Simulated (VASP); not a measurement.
**SiP5: single point with PBE**

The system is SiP5.

```xyz
6
Lattice="3.3957 1.9605 5.0757 -3.3957 1.9605 5.0757 0.0000 -3.9210 5.0757" Properties=species:S:1:pos:R:3 pbc="T T T"
Si    0.0000    0.0000    7.6136
P     0.0000    1.9605    5.0757
P    -1.6979   -0.9803    5.0757
P     1.6979   -0.9803    5.0757
P     0.0000    0.0000    9.7356
P     0.0000    0.0000    5.4916
```

The cell was built from a structure type or drawn by symmetry, and may not be a known phase.

```json
{
 "Program": "VASP 6.6.1",
 "Task": "single point",
 "Functional": "PBE",
 "Potentials or basis": "VASP PAW PBE potentials, release 64 (Si, P)",
 "Cutoff": "520 eV",
 "k mesh": "3 × 3 × 3",
 "Occupations": "gaussian, width 0.1 eV",
 "Spin": "no spin polarisation"
}
```

```yaml
Pressure: 11.2 GPa
Largest_force: 0.371 eV/Å
Band_gap_on_the_k_mesh: zero (an odd number of electrons rules out a gap without spin polarisation)
```

Forces in eV/Å, atoms in the order of the input:
```
Si   0.000  0.000  0.000
P    0.000  0.000  0.000
P    0.000  0.000  0.000
P    0.000  0.000  0.000
P    0.000  0.000  0.371
P    0.000  0.000 -0.371
```

Stress tensor (GPa, compression positive):
```
13.24  0.00  0.00
 0.00 13.24  0.00
 0.00  0.00  6.98
```

Levels at points of the mesh, in eV from the Fermi level:
| k point | band 10 | band 11 | band 12 | band 13 | band 14 | band 15 | band 16 | band 17 | band 18 | band 19 |
| --- | --- | --- | --- | --- | --- | --- | --- | --- | --- | --- |
| (0.00, 0.00, 0.00) | -2.03 | -2.03 | -1.26 | -1.26 | 0.37 | 0.50 | 0.96 | 0.96 | 1.02 | 2.41 |

Wall time 27 s on 1 thread of AMD EPYC 9R45 96-Core Processor (Zen 5) (shared host), peak memory 0.29 GiB.

Caveat: the k points lie up to 0.38 Å⁻¹ apart, too coarse for converged energies and pressures of a metal.
